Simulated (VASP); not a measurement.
Write the native input for VASP 6.6.1 that does the following.

```yaml
Task: electric field gradients
Functional: LDA
Potentials_or_basis: VASP PAW LDA potentials, release 64 (Ba_sv, Ti_sv, O)
Cutoff: 520 eV
k_mesh: 9 × 9 × 9
Occupations: fermi-dirac, width 0.05 eV
Spin: no spin polarisation
Dipole_correction: no
Further_INCAR_settings: ALGO = Normal; EDIFF = 1e-08; NBANDS = 28
```

The structure of BaTiO3 lies in POSCAR:

```
BaTiO3
1.0
    2.8671710233      1.6840089696      2.3623338393
   -2.7881652917      1.6274556064      2.3057804761
   -0.0094737834     -3.2419326277      2.2850805086
Ba Ti O
1 1 3
Direct
    0.0000000000      0.0000000000      0.0000000000
    0.5140000000      0.5140000000      0.5140000000
    0.4916000000      0.4916000000      0.9815000000
    0.4916000000      0.9815000000      0.4916000000
    0.9815000000      0.4916000000      0.4916000000
```

This cell differs from its parent crystal: equal xy, yz and zx shear strains of +2 %.

These files were run (other wordings do the same):

INCAR

```
  PREC = Accurate
  ENCUT = 520
  EDIFF = 1E-8
  ISMEAR = -1
  SIGMA = 0.05
  LREAL = F
  LASPH = T
  NELM = 120
  ALGO = Normal
  ISIF = 2
  LWAVE = F
  LCHARG = F
  LEFG = T
  NBANDS = 28
  GGA_COMPAT = F
```

KPOINTS

```
regular mesh
0
Gamma
  9 9 9
```

Potentials or basis: VASP PAW LDA potentials, release 64 (Ba_sv, Ti_sv, O).

Launch:

```console
$ cat potpaw_LDA.64/Ba_sv/POTCAR potpaw_LDA.64/Ti_sv/POTCAR potpaw_LDA.64/O/POTCAR > POTCAR
$ mpirun -np 1 vasp_std > vasp.out
```

It gave:

```
Pressure                                : -3.6 GPa
Largest force                           : 0.322 eV/Å
Band gap on the k mesh                  : 2.26 eV (least direct gap 2.60 eV)
Largest electric field gradient by atom : Ba +11.2; Ti +25.7; O +13.2, +13.5, +25.2 V/Å²
```

Caveat: the cell differs from its parent crystal (equal xy, yz and zx shear strains of +2 %); the cell stands under tension; without QUAD_EFG the Cq values of the log hold for a quadrupole moment of 1 mb, not for the nuclei; spin-orbit coupling is left out, which moves the levels of the heavy elements.

Run time: 15 min on 1 thread of Oxide Virtual Turin-like Processor (shared host), peak memory 0.61 GiB.
